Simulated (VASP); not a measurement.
Na7F8 (a cell with a defect), 15 atoms in the cell. The cell holds a defect, 15 atoms: a = 6.553 Å, b = 6.553 Å, c = 6.553 Å, α = 60.00°, β = 60.00°, γ = 60.00°. 

```yaml
Program: VASP 6.6.1
Task: single point
Functional: PBE
Dispersion: D3(BJ)
Potentials_or_basis: VASP PAW PBE potentials, release 64 (Na_pv, F)
Cutoff: 520 eV
k_mesh: 2 × 2 × 2
Occupations: fermi-dirac, width 0.05 eV
Spin: no spin polarisation
Dipole_correction: no
Further_INCAR_settings: ALGO = Normal; EDIFF = 1e-06; NBANDS = 66
```

Potentials or basis: VASP PAW PBE potentials, release 64 (Na_pv, F).

Command:

```console
$ cat potpaw_PBE.64/Na_pv/POTCAR potpaw_PBE.64/F/POTCAR > POTCAR
$ mpirun -np 1 vasp_std > vasp.out
```

Hardware: 1 thread of Intel(R) Xeon(R) Platinum 8488C (Sapphire Rapids), on a shared host.

Q: Estimate the wall time of this run.

A: It took 73 s on 1 thread of Intel(R) Xeon(R) Platinum 8488C (Sapphire Rapids) (shared host), peak memory 0.35 GiB. Counts: scf iterations 20, k points 4.
